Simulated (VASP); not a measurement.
Write the native input for VASP 6.6.1 that does the following.

| Property | Result |
| --- | --- |
| Task | single point |
| Functional | PBEsol |
| Potentials or basis | VASP PAW PBE potentials, release 64 (Ti_sv, Sb, N) |
| Cutoff | 520 eV |
| k mesh | 6 × 6 × 6 |
| Occupations | gaussian, width 0.1 eV |
| Spin | no spin polarisation |
| Dipole correction | no |
| Further INCAR settings | ALGO = Normal; EDIFF = 1e-06; NBANDS = 28 |

The structure of TiSb2N3 lies in POSCAR:

```
TiSb2N3
1.0
    2.9203076394      1.6860404017      2.9167071419
   -2.9203076394      1.6860404017      2.9167071419
    0.0000000000     -3.3720808034      2.9167071419
Ti Sb N
1 2 3
Direct
    0.0000000000      0.0000000000      0.0000000000
    0.6847503301      0.6847503301      0.6847503301
    0.3152496699      0.3152496699      0.3152496699
    0.0000000000      0.0000000000      0.5000000000
    0.5000000000      0.0000000000      0.0000000000
    0.0000000000      0.5000000000      0.0000000000
```

The input as run:

INCAR

```
PREC = Accurate ; ENCUT = 520
EDIFF = 1E-6 ; ISMEAR = 0
SIGMA = 0.1 ; LREAL = False
LASPH = True ; NELM = 80
ALGO = Normal ; ISIF = 2
LWAVE = False ; LCHARG = False
GGA = PS ; NBANDS = 28
```

KPOINTS

```
regular mesh
0
Gamma
  6 6 6
```

Potentials or basis: VASP PAW PBE potentials, release 64 (Ti_sv, Sb, N).

Command:

```bash
$ cat potpaw_PBE.64/Ti_sv/POTCAR potpaw_PBE.64/Sb/POTCAR potpaw_PBE.64/N/POTCAR > POTCAR
$ mpirun -np 1 vasp_std > vasp.out
```

It gave:

The pressure is -4.8 GPa. The largest force is 0.083 eV/Å and the band gap on the k mesh is zero (an odd number of electrons rules out a gap without spin polarisation).

Caveat: the cell stands under tension; the PAW data sets were made with another functional, which shifts forces and pressure a little; spin-orbit coupling is left out, which moves the levels of the heavy elements.

Wall time 37 s on 1 thread of Intel(R) Xeon(R) 6975P-C (Granite Rapids), on a shared host, peak memory 0.25 GiB.
